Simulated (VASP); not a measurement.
Here is a VASP 6.6.1 calculation.

INCAR

```
SYSTEM = Zr
  PREC = Accurate
  ENCUT = 500
  EDIFF = 1E-6
  ISMEAR = 0
  SIGMA = 0.1
  LREAL = .False.
  LASPH = .True.
  NELM = 120
  ALGO = Normal
  ISIF = 2
  LWAVE = .False.
  LCHARG = .False.
  GGA = PE
  NBANDS = 12
  GGA_COMPAT = .False.
```

File KPOINTS:

```
regular mesh
0
Gamma
  16 16 16
  0 0 0
```

POSCAR

```
Zr
1.0
    0.0000000000      2.2638452836      2.2638452836
    2.2638452836      0.0000000000      2.2638452836
    2.2638452836      2.2638452836      0.0000000000
Zr
1
Direct
    0.0000000000      0.0000000000      0.0000000000
```

Potentials or basis: VASP PAW PBE potentials, release 64 (Zr_sv).

Launch:

```sh
$ cat potpaw_PBE.64/Zr_sv/POTCAR > POTCAR
$ mpirun -np 1 vasp_std > vasp.out
```

Estimate the pressure.

0.0 GPa.

Estimate the band gap on the k mesh.

zero (bands 6 and 7 overlap by 1.37 eV).
